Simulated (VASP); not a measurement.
Set up this calculation in VASP 6.6.1, as the native input.

- Task: single point
- Functional: PBEsol
- Potentials or basis: VASP PAW PBE potentials, release 64 (Li_sv)
- Cutoff: 520 eV
- k mesh: 3 × 3 × 3
- Occupations: fermi-dirac, width 0.05 eV
- Spin: no spin polarisation
- Dipole correction: no
- Further INCAR settings: LREAL = Auto; ALGO = Normal; EDIFF = 1e-07; NBANDS = 40

The structure of Li (a cell with a defect) lies in POSCAR:

```
Li
1.0
    6.9800000000      0.0000000000      0.0000000000
    0.0000000000      6.9800000000      0.0000000000
    0.0000000000      0.0000000000      6.9800000000
Li
17
Direct
   -0.0062607450     -0.0389255014      0.0224928367
    0.5631088825     -0.0658166189     -0.2048567335
   -0.0538108883      0.5862750716     -0.0140401146
    0.0283381089     -0.0356733524      0.4775787966
    0.3092550143     -0.0153008596      0.0902292264
    0.4543839542      0.4914183381     -0.0581232092
    0.4127363897     -0.0106446991      0.4970343840
    0.6883810888      0.1383094556      0.1919484241
   -0.1422349570      0.4086389685      0.3935530086
    0.2132951289      0.5977077364      0.2412893983
    0.2099426934      0.2001719198      0.8430945559
    0.5127220630      0.5188538682      0.5145845272
    0.6173209169      0.7409885387      0.1739541547
    0.8698137536      0.2250000000      0.7651432665
    0.2181375358      0.7291404011      0.7087249284
    0.8004297994      0.6561318052      0.6109025788
    0.2012607450      0.2985100287      0.4332951289
```

The input as run:

INCAR

```
PREC = Accurate ; ENCUT = 520
EDIFF = 1E-7 ; ISMEAR = -1
SIGMA = 0.05 ; LREAL = Auto
LASPH = True ; NELM = 100
ALGO = Normal ; ISIF = 2
LWAVE = False ; LCHARG = False
GGA = PS ; NBANDS = 40
```

KPOINTS

```
Automatic mesh
0
Gamma
  3 3 3
```

Potentials or basis: VASP PAW PBE potentials, release 64 (Li_sv).

The run is started by

```sh
$ cat potpaw_PBE.64/Li_sv/POTCAR > POTCAR
$ mpirun -np 1 vasp_std > vasp.out
```

Results of the run:

```yaml
Largest_force: 1.037 eV/Å
```

Caveat: the PAW data sets were made with another functional, which shifts forces and pressure a little.

It took 5.8 min on 1 thread of AMD EPYC 9R45 (Zen 5), on a shared host, peak memory 0.36 GiB.
